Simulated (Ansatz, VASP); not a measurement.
# CaSe: VASP beside Ansatz

```
Ca Se
1.0
     0.00000    2.70657    2.70657
     2.70657    0.00000    2.70657
     2.70657    2.70657    0.00000
Ca Se
1 1
Cartesian
  0.0000 0.0000 0.0000
  2.7066 2.7066 2.7066
```

Change from the starting cell: volume scaled by 0.75, LAPW.

Alike in both runs: task single point; functional PBE; k mesh 12 × 12 × 12; occupations fermi-dirac, width 0.08 eV; no spin polarisation.

|  | VASP | Ansatz |
| --- | --- | --- |
| version | VASP 6.6.1 | Ansatz 0.2.0 |
| potentials or method | VASP PAW PBE potentials, release 64 (Ca_sv, Se), cutoff 520 eV | all-electron LAPW, scalar-relativistic |

Ansatz gave:

* pressure (GPa): 24.8

**Question.** Estimate VASP's values.

**Answer.** Pressure (GPa): 25.3.

Ansatz ran all-electron here, and VASP with PAW potentials.
